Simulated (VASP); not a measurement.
**Y: single point with PBEsol**

Crystal: Y.

```
Y
1.0
     0.00000    2.46333    2.46333
     2.46333    0.00000    2.46333
     2.46333    2.46333    0.00000
Y
1
Direct
  0.00000 0.00000 0.00000
```

This cell differs from its parent crystal: volume scaled by 0.97.

```json
{"Program": "VASP 6.6.1", "Task": "single point", "Functional": "PBEsol", "Potentials or basis": "VASP PAW PBE potentials, release 64 (Y_sv)", "Cutoff": "520 eV", "k mesh": "14 × 14 × 14", "Occupations": "gaussian, width 0.1 eV", "Spin": "no spin polarisation"}
```

* Pressure: 1.2 GPa

Levels at points of the mesh, in eV from the Fermi level:
| k point | band 1 | band 2 | band 3 | band 4 | band 5 | band 6 | band 7 | band 8 | band 9 | band 10 |
| --- | --- | --- | --- | --- | --- | --- | --- | --- | --- | --- |
| (0.00, 0.00, 0.00) | -42.40 | -22.04 | -22.04 | -22.04 | -4.90 | 1.85 | 1.85 | 1.85 | 4.09 | 4.09 |
| (0.50, 0.00, 0.00) | -42.30 | -22.80 | -22.14 | -22.14 | -2.11 | 0.89 | 1.66 | 1.66 | 5.72 | 5.72 |
| (0.50, 0.50, 0.00) | -42.27 | -22.75 | -22.31 | -22.31 | -1.97 | -1.05 | 2.47 | 5.74 | 6.20 | 6.20 |

It took 110 s on 1 thread of AMD EPYC 7R43 64-Core Processor (Zen 3) (shared host), peak memory 0.16 GiB.

Caveat: the PAW data sets were made with another functional, which shifts forces and pressure a little.
